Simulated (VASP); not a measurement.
# Cu2Te (P6/mmm) in VASP: a series of runs

Runs on Cu2Te. Level: LDA. Tasks: single point.

Everything below comes from runs of VASP 6.6.1. Logs are shortened: lines on timing, memory, paths and dates and some standing lists are left out, and cuts for length are marked.

### Step 1. The cell of the first run

It takes space group P6/mmm (No. 191, hexagonal). The conventional cell has a = 4.304 Å, b = 4.304 Å, c = 8.523 Å, α = 90.00°, β = 90.00°, γ = 120.00°. Cu (site symmetry 3m) has 4 Cu at 2.48 to 2.59 Å and 3 Te at 2.67 Å within 3.3 Å. Within 3.5 Å of Te (site symmetry 6mm) lie 6 Cu at 2.67 Å.

### Step 2. Single point, LDA

The input, INCAR:

```
PREC = Accurate
ENCUT = 520
EDIFF = 1E-6
ISMEAR = -1
SIGMA = 0.1
LREAL = False
LASPH = True
NELM = 100
ALGO = Normal
ISIF = 2
LWAVE = False
LCHARG = False
NBANDS = 37
```

The input, KPOINTS:

```
regular mesh
0
Gamma
  2 2 1
```

The input, POSCAR:

```
Cu2Te
1.0
    4.3040142300      0.0000000000      0.0000000000
   -2.1520071200      3.7273856600      0.0000000000
    0.0000000000      0.0000000000      8.5234770000
Cu Te
4 2
Direct
    0.6666666720      0.3333333315      0.1519539995
    0.3333333317      0.6666666711      0.1519539995
    0.3333333317      0.6666666711      0.8480460005
    0.6666666720      0.3333333315      0.8480460005
    0.0000000000      0.0000000000      0.2661880005
    0.0000000000      0.0000000000      0.7338119995
```

Potentials or basis: VASP PAW LDA potentials, release 64 (Cu, Te).

The run is started by

```console
cat potpaw_LDA.64/Cu/POTCAR potpaw_LDA.64/Te/POTCAR > POTCAR
mpirun -np 1 vasp_std > vasp.out
```

OUTCAR:

```text
PREC = Accurate
   ENCUT = 520
   EDIFF = 1E-6
   ISMEAR = -1
   LREAL = False
   LASPH = True
   NELM = 100
   ISIF = 2

 ion  position               nearest neighbor table
   1  0.667  0.333  0.152-   2 2.48   2 2.48   2 2.48   4 2.59   5 2.67   5 2.67   5 2.67
   2  0.333  0.667  0.152-   1 2.48   1 2.48   1 2.48   3 2.59   5 2.67   5 2.67   5 2.67
   3  0.333  0.667  0.848-   4 2.48   4 2.48   4 2.48   2 2.59   6 2.67   6 2.67   6 2.67
   4  0.667  0.333  0.848-   3 2.48   3 2.48   3 2.48   1 2.59   6 2.67   6 2.67   6 2.67
   5  0.000  0.000  0.266-   1 2.67   2 2.67   2 2.67   1 2.67   2 2.67   1 2.67
   6  0.000  0.000  0.734-   4 2.67   3 2.67   3 2.67   4 2.67   3 2.67   4 2.67

  LATTYP: Found a hexagonal cell.
 ALAT       =     4.3040142300
 C/A-ratio  =     1.9803552090

  Lattice vectors:

 A1 = (   4.3040142300,   0.0000000000,   0.0000000000)
 A2 = (  -2.1520071200,   3.7273856600,   0.0000000000)
 A3 = (   0.0000000000,   0.0000000000,   8.5234770000)

Analysis of symmetry for initial positions (statically):
=====================================================================
 Subroutine PRICEL returns:
 Original cell was already a primitive cell.

 Routine SETGRP: Setting up the symmetry group for a
 hexagonal supercell.

 Subroutine GETGRP returns: Found 24 space group operations
 (whereof 24 operations were pure point group operations)
 out of a pool of 24 trial point group operations.

The static configuration has the point symmetry D_6h.

Analysis of symmetry for dynamics (positions and initial velocities):
=====================================================================
 Subroutine PRICEL returns:
 Original cell was already a primitive cell.

 Routine SETGRP: Setting up the symmetry group for a
 hexagonal supercell.

 Subroutine GETGRP returns: Found 24 space group operations
 (whereof 24 operations were pure point group operations)
 out of a pool of 24 trial point group operations.

The dynamic configuration has the point symmetry D_6h.

 Subroutine INISYM returns: Found 24 space group operations
 (whereof 24 operations are pure point group operations),
 and found     1 'primitive' translations

----------------------------------------------------------------------------------------

                                     Primitive cell

  volume of cell :     136.7398

  direct lattice vectors                    reciprocal lattice vectors
     4.304014230  0.000000000  0.000000000     0.232341239  0.134142277  0.000000000
    -2.152007120  3.727385660  0.000000000     0.000000000  0.268284554  0.000000000
     0.000000000  0.000000000  8.523477000     0.000000000  0.000000000  0.117323013

  length of vectors
     4.304014230  4.304014231  8.523477000     0.268284554  0.268284554  0.117323013

  position of ions in fractional coordinates (direct lattice)
     0.666666672  0.333333332  0.151954000
     0.333333332  0.666666671  0.151954000
     0.333333332  0.666666671  0.848046000
     0.666666672  0.333333332  0.848046000
     0.000000000  0.000000000  0.266188001
     0.000000000  0.000000000  0.733811999

  ion indices of the primitive-cell ions
   primitive index   ion index
                 1           1
                 2           2
                 3           3
                 4           4
                 5           5
                 6           6

----------------------------------------------------------------------------------------

 KPOINTS: regular mesh

Automatic generation of k-mesh.
 Grid dimensions read from file:
 generate k-points for:    2    2    1

 Generating k-lattice:

  Cartesian coordinates                     Fractional coordinates (reciprocal lattice)
     0.116170620  0.067071139  0.000000000     0.500000000  0.000000000  0.000000000
     0.000000000  0.134142277  0.000000000     0.000000000  0.500000000  0.000000000
     0.000000000  0.000000000  0.117323013     0.000000000  0.000000000  1.000000000

  Length of vectors
     0.134142277  0.134142277  0.117323013

  Shift w.r.t. Gamma in fractional coordinates (k-lattice)
     0.000000000  0.000000000  0.000000000

 Subroutine IBZKPT returns following result:
 ===========================================

 Found      2 irreducible k-points:

 Following reciprocal coordinates:
            Coordinates               Weight
  0.000000  0.000000  0.000000      1.000000
  0.500000  0.000000  0.000000      3.000000
   k-points           NKPTS =      2   k-points in BZ     NKDIM =      2   number of bands    NBANDS=     37
   number of dos      NEDOS =    301   number of ions     NIONS =      6
   total plane-waves  NPLWV =  65536
   dimension x,y,z NGX =    32 NGY =   32 NGZ =   64
   dimension x,y,z NGXF=    64 NGYF=   64 NGZF=  128
   ions per type =               4   2
   NGX,Y,Z   is equivalent  to a cutoff of  12.36, 12.36, 12.48 a.u.
   NGXF,Y,Z  is equivalent  to a cutoff of  24.72, 24.72, 24.97 a.u.
 SYSTEM =  unknown system
   PREC   = accura    normal or accurate (medium, high low for compatibility)
   ISTART =      0    job   : 0-new  1-cont  2-samecut
   ICHARG =      2    charge: 1-file 2-atom 10-const
   ISPIN  =      1    spin polarized calculation?
   LNONCOLLINEAR =      F non collinear calculations
   LSORBIT =      F    spin-orbit coupling
   LASPH  =      T    aspherical Exc in radial PAW
   ENCUT  =  520.0 eV  38.22 Ry    6.18 a.u.   8.00  8.00 15.85*2*pi/ulx,y,z
   NELM   =    100;   NELMIN=  2; NELMDL= -5     # of ELM steps
   EDIFF  = 0.1E-05   stopping-criterion for ELM
   LREAL  =      F    real-space projection
   EDIFFG = 0.1E-04   stopping-criterion for IOM
   NSW    =      0    number of steps for IOM
   IBRION =     -1    ionic relax: 0-MD 1-quasi-New 2-CG
   NFREE  =      0    steps in history (QN), initial steepest desc. (CG)
   ISIF   =      2    stress and relaxation
   ISYM   =      2    0-nonsym 1-usesym 2-fastsym
   POTIM  = 0.5000    time-step for ionic-motion
   TEBEG  =    0.0;   TEEND  =   0.0 temperature during run
   PSTRESS=    0.0 pullay stress
   NELECT =      56.0000    total number of electrons
   NUPDOWN=      -1.0000    fix difference up-down
   EMIN   =  10.00;   EMAX   =-10.00  energy-range for DOS
   EFERMI =   0.00;   METHOD = LEGACY
   ISMEAR =    -1;   SIGMA  =   0.10  broadening in eV -4-tet -1-fermi 0-gaus
   EFERMI_NEDOS =   21; number of points for ismear=-14 and -15
   IALGO  =     38    algorithm
   IMIX   =      4    mixing-type and parameters
     AMIX     =   0.40;   BMIX     =  1.00
     AMIX_MAG =   1.60;   BMIX_MAG =  1.00
  volume/ion in A,a.u.               =      22.79       153.79
  Fermi-wavevector in a.u.,A,eV,Ry     =   1.215736  2.297408 20.109597  1.478014
  Thomas-Fermi vector in A             =   2.351113
   LORBIT       =      0    0 simple, 1 ext, 2 COOP (PROOUT), +10 PAW based schemes
   GGA     = CA    functional components
   LHFCALC =     F    Hartree Fock is set to
   AEXX    =    0.0000 exact exchange contribution
   IVDW    =     0    specifies the selected vdW correction
   LEPSILON=     F    determine dielectric tensor
   LRPA    =     F    only Hartree local field effects (RPA)
 non-spin polarized calculation
  energy-cutoff  :      520.00
  volume of cell :      136.74
 maximum number of plane-waves:      3690
   NGX = 17   NGY = 17   NGZ = 31

 number of electron      55.9999942 magnetization

 Free energy of the ion-electron system (eV)
  ---------------------------------------------------
  ext. energy  EPLUGINS =         0.00000000
  ---------------------------------------------------
  free energy    TOTEN  =       -23.65038296 eV

  energy without entropy =      -23.50154653  energy(sigma->0) =      -23.57596475

 E-fermi :   4.6435     XC(G=0):  -9.8288

 val. band max:        4.5472964776   @ k =   0.0000   0.0000   0.0000
 cond. band min:       4.7568138879   @ k =   0.0000   0.0000   0.0000
 fundamental gap:      0.2095174102
 Fermi energy:         4.6434780278

 k-point     1 :       0.0000    0.0000    0.0000
  band No.  band energies     occupation
      1      -7.8597      2.00000
      2      -7.5612      2.00000
      3      -0.6342      2.00000
      4      -0.0142      2.00000
      5      -0.0142      2.00000
      6       0.1098      2.00000
      7       0.1098      2.00000
      8       0.6064      2.00000
      9       0.9285      2.00000
     10       0.9703      2.00000
     11       0.9703      2.00000
     12       1.0613      2.00000
     13       1.0613      2.00000
     14       1.0915      2.00000
     15       1.0915      2.00000
     16       1.4959      2.00000
     17       1.4959      2.00000
     18       1.5677      2.00000
     19       1.7181      2.00000
     20       1.7181      2.00000
     21       2.0632      2.00000
     22       2.0632      2.00000
     23       2.4096      2.00000
     24       3.8433      1.99933
     25       4.5473      1.44697
     26       4.7568      0.48708
     27       4.7568      0.48708
     28       4.9664      0.07613
     29       4.9664      0.07613
     30       5.9990      0.00000
     31       6.6999      0.00000
     32       7.4166      0.00000
     33       7.4166      0.00000
     34       8.7784      0.00000
     35       8.7784      0.00000
     36       9.8504      0.00000
     37      10.4457      0.00000

 k-point     2 :       0.5000    0.0000    0.0000
  band No.  band energies     occupation
      1      -7.0274      2.00000
      2      -6.8089      2.00000
      3      -1.9864      2.00000
      4      -1.4339      2.00000
      5       0.1023      2.00000
      6       0.2421      2.00000
      7       0.2489      2.00000
      8       0.4919      2.00000
      9       0.5578      2.00000
     10       0.7521      2.00000
     11       0.8661      2.00000
     12       1.1263      2.00000
     13       1.2962      2.00000
     14       1.3149      2.00000
     15       1.5311      2.00000
     16       1.6861      2.00000
     17       1.8216      2.00000
     18       1.8586      2.00000
     19       1.9598      2.00000
     20       2.0101      2.00000
     21       2.0911      2.00000
     22       2.1137      2.00000
     23       2.1342      2.00000
     24       2.1713      2.00000
     25       2.2153      2.00000
     26       2.2892      2.00000
     27       3.1967      2.00000
     28       3.7540      1.99973
     29       4.4185      1.80925
     30       5.6226      0.00011
     31       6.6356      0.00000
     32       8.5501      0.00000
     33       9.4614      0.00000
     34       9.6424      0.00000
     35      10.2824      0.00000
     36      10.6792      0.00000
     37      12.1522      0.00000

------------------------ aborting loop because EDIFF is reached ----------------------------------------

  FORCE on cell =-STRESS in cart. coord.  units (eV):
  Direction    XX          YY          ZZ          XY          YZ          ZX
  --------------------------------------------------------------------------------------
  -------------------------------------------------------------------------------------
  Total       -7.7054064     -7.7054064      1.3193283      0.0000000      0.0000000      0.0000000
  in kB      -90.2841075    -90.2841075     15.4585460      0.0000001      0.0000000      0.0000000
  external PRESSURE =     -55.0365564 kB  Pullay stress =       0.0000000 kB

 VOLUME and BASIS-vectors are now :
 -----------------------------------------------------------------------------
  energy-cutoff  :      520.00
  volume of cell :      136.74
      direct lattice vectors                 reciprocal lattice vectors
     4.304014230  0.000000000  0.000000000     0.232341239  0.134142277  0.000000000
    -2.152007120  3.727385660  0.000000000     0.000000000  0.268284554  0.000000000
     0.000000000  0.000000000  8.523477000     0.000000000  0.000000000  0.117323013

 POSITION                                       TOTAL-FORCE (eV/Angst)
 -----------------------------------------------------------------------------------
      2.15201      1.24246      1.29518         0.000000     -0.000000     -0.589075
     -0.00000      2.48492      1.29518        -0.000000      0.000000     -0.589075
     -0.00000      2.48492      7.22830        -0.000000      0.000000      0.589075
      2.15201      1.24246      7.22830         0.000000     -0.000000      0.589075
      0.00000      0.00000      2.26885         0.000000     -0.000000      0.516526
      0.00000      0.00000      6.25463         0.000000     -0.000000     -0.516526
 -----------------------------------------------------------------------------------
    total drift:                               -0.000004     -0.000004     -0.000000

  FREE ENERGIE OF THE ION-ELECTRON SYSTEM (eV)
  ---------------------------------------------------
  free  energy   TOTEN  =       -23.6503829641 eV

  energy  without entropy=      -23.5015465266  energy(sigma->0) =      -23.57596475
```

It took 19 s on 1 thread of Intel Xeon 8259CL, shared host; peak memory 0.19 GiB.

What came out:

```yaml
Free_energy: -23.6504 eV
Pressure: -5.5 GPa
Largest_force: 0.589 eV/Å
Band_gap_on_the_k_mesh: zero (bands 28 and 29 overlap by 0.55 eV)
```

Forces on the atoms (eV/Å):
```
Cu   0.000  0.000 -0.589
Cu   0.000  0.000 -0.589
Cu   0.000  0.000  0.589
Cu   0.000  0.000  0.589
Te   0.000  0.000  0.517
Te   0.000  0.000 -0.517
```

Stress tensor (GPa, compression positive):
```
-9.03  0.00  0.00
 0.00 -9.03  0.00
 0.00  0.00  1.55
```

Caveat: the k points lie up to 0.84 Å⁻¹ apart, too coarse for converged energies and pressures of a metal; spin-orbit coupling is left out, which moves the levels of the heavy elements.

### Step 3. Single point, LDA

The input, INCAR:

```
SYSTEM = Cu2Te
  ALGO = Normal
  EDIFF = 1E-6
  ENCUT = 520
  ISIF = 2
  ISMEAR = -1
  LASPH = .TRUE.
  LCHARG = .FALSE.
  LREAL = .FALSE.
  LWAVE = .FALSE.
  NBANDS = 37
  NELM = 80
  PREC = Accurate
  SIGMA = 0.1
```

The input, KPOINTS:

```
k-points
0
G
  3 3 2
  0 0 0
```

POSCAR is that of step 2.

Potentials or basis: VASP PAW LDA potentials, release 64 (Cu, Te).

The run is started by

```console
cat potpaw_LDA.64/Cu/POTCAR potpaw_LDA.64/Te/POTCAR > POTCAR
mpirun -np 1 vasp_std > vasp.out
```

It took 43 s on 1 thread of Intel Xeon 8259CL, shared host; peak memory 0.21 GiB.

The run converged. Its results:

```yaml
Free_energy: -24.9017 eV
Pressure: -5.2 GPa
Largest_force: 0.166 eV/Å
Band_gap_on_the_k_mesh: zero (bands 28 and 29 overlap by 0.28 eV)
```

Forces in eV/Å, atoms in the order of the input:
```
Cu   0.000  0.000 -0.166
Cu   0.000  0.000 -0.166
Cu   0.000  0.000  0.166
Cu   0.000  0.000  0.166
Te   0.000  0.000 -0.036
Te   0.000  0.000  0.036
```

Stress tensor (GPa, compression positive):
```
-6.65  0.00  0.00
 0.00 -6.65  0.00
 0.00  0.00 -2.23
```

Levels at points of the mesh, in eV from the Fermi level:
| k point | band 24 | band 25 | band 26 | band 27 | band 28 | band 29 | band 30 | band 31 | band 32 | band 33 |
| --- | --- | --- | --- | --- | --- | --- | --- | --- | --- | --- |
| (0.00, 0.00, 0.00) | -1.06 | -0.39 | -0.02 | -0.02 | 0.19 | 0.19 | 1.15 | 1.74 | 2.51 | 2.51 |
| (0.00, 0.00, 0.50) | -1.83 | 0.06 | 0.06 | 0.10 | 0.10 | 0.61 | 0.70 | 2.43 | 2.55 | 2.55 |

Caveat: the k points lie up to 0.56 Å⁻¹ apart; spin-orbit coupling is left out, which moves the levels of the heavy elements.

[end of part 1 of 3]
